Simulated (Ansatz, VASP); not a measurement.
# Sb: VASP beside Ansatz

```
CELL_PARAMETERS angstrom
4.46651 0.00000 0.00000
0.00000 4.36135 0.00000
-1.30267 0.00000 6.27833
ATOMIC_POSITIONS crystal
Sb 0.33993 0.25000 0.68367
Sb 0.93664 0.75000 0.76276
Sb 0.06336 0.25000 0.23724
Sb 0.66007 0.75000 0.31633
```

Alike in both runs: task single point; functional r2SCAN; k mesh 6 × 6 × 4; occupations fermi-dirac, width 0.05 eV; no spin polarisation.

|  | VASP | Ansatz |
| --- | --- | --- |
| version | VASP 6.6.1 | Ansatz 0.2.0 |
| potentials or method | VASP PAW PBE potentials, release 64 (Sb) | Ansatz PAW |
| plane-wave cutoff (eV) | 520 | 500 |
| valence electrons in the cell | 20 | 60 |

VASP gave:

```
gap on the k mesh at the Fermi level (eV)                     : none
pressure (GPa)                                                : 1.6
traceless stress, the component that is largest in VASP (GPa) : 0.40
rms of the force components (eV/Å)                            : 0.093
```

**Question.** Estimate Ansatz's values.

**Answer.** gap on the k mesh at the Fermi level (eV): none; pressure (GPa): 1.5; traceless stress, the component that is largest in VASP (GPa): 0.35; rms of the force components (eV/Å): 0.094.

VASP's potentials were made for PBE, not for r2SCAN. Atom by atom the forces differ by 0.030 eV/Å (rms over components). A gap of «none» marks a metal or a gap that the smearing closes. With one functional, cell and mesh, what is left measures potentials, basis and numerics. VASP's potentials hold 20 valence electrons a cell and Ansatz's 60, so a difference there can come from the potentials and not from the codes.

Neither program's run includes spin-orbit coupling.
